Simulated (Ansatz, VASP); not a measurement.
# Two plane-wave programs on Re

```
CELL_PARAMETERS angstrom
2.58543 0.00000 0.00000
-1.29272 2.23905 0.00000
0.00000 0.00000 4.13407
ATOMIC_POSITIONS crystal
Re 0.33333 0.66667 0.25000
Re 0.66667 0.33333 0.75000
```

Change from the starting cell: volume scaled by 0.98, PAW files.

Alike in both runs: task electric field gradients; functional PBEsol; k mesh 18 × 18 × 10; occupations fermi-dirac, width 0.05 eV; no spin polarisation.

|  | VASP | Ansatz |
| --- | --- | --- |
| version | VASP 6.6.1 | Ansatz 0.2.0 |
| potentials or method | VASP PAW PBE potentials, release 64 (Re) | PAW with Ansatz's default frozen-core files, scalar-relativistic |
| plane-wave cutoff (eV) | 520 | 420 |
| valence electrons in the cell | 14 | 30 |

|  | VASP | Ansatz | Ansatz less VASP |
| --- | --- | --- | --- |
| pressure (GPa) | 120.6 | 116.7 | -3.94 |
| traceless stress, the component that is largest in VASP (GPa) | 5.76 | 5.77 | +0.012 |
| size of Vzz on the site where it differs most (V/Å²) | 110.1 | 88.3 | -21.75 |

VASP's potentials were made for PBE, not for PBEsol. Both programs put the cell under a high pressure, so it lies far from rest at this level. VASP's potentials hold 14 valence electrons a cell and Ansatz's 30, so a difference there can come from the potentials and not from the codes.

Neither program's run includes spin-orbit coupling. Noted on VASP's run: the cell as given lies far from equilibrium.
